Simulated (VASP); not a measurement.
A run of VASP 6.6.1:

INCAR

```
  PREC = Accurate
  ENCUT = 520
  EDIFF = 1E-6
  ISMEAR = 1
  SIGMA = 0.01
  LREAL = False
  LASPH = True
  NELM = 60
  ALGO = Normal
  ISIF = 2
  LWAVE = False
  LCHARG = False
  NBANDS = 12
```

Contents of KPOINTS:

```
regular mesh
0
Gamma
  13 13 13
```

POSCAR

```
Ag
1.0
    0.0000000000      1.9996579419      1.9996579419
    1.9996579419      0.0000000000      1.9996579419
    1.9996579419      1.9996579419      0.0000000000
Ag
1
Direct
    0.0000000000      0.0000000000      0.0000000000
```

Potentials or basis: VASP PAW LDA potentials, release 64 (Ag).

The run is started by

```sh
$ cat potpaw_LDA.64/Ag/POTCAR > POTCAR
$ mpirun -np 1 vasp_std > vasp.out
```

Hardware: 1 thread of Intel Xeon 8259CL, with other jobs on the host.

**Question.** Estimate the wall time of this run.

**Answer.** Wall time 20 s on 1 thread of Intel Xeon 8259CL, with other jobs on the host, peak memory 0.14 GiB. Counts: scf iterations 11, k points 84.
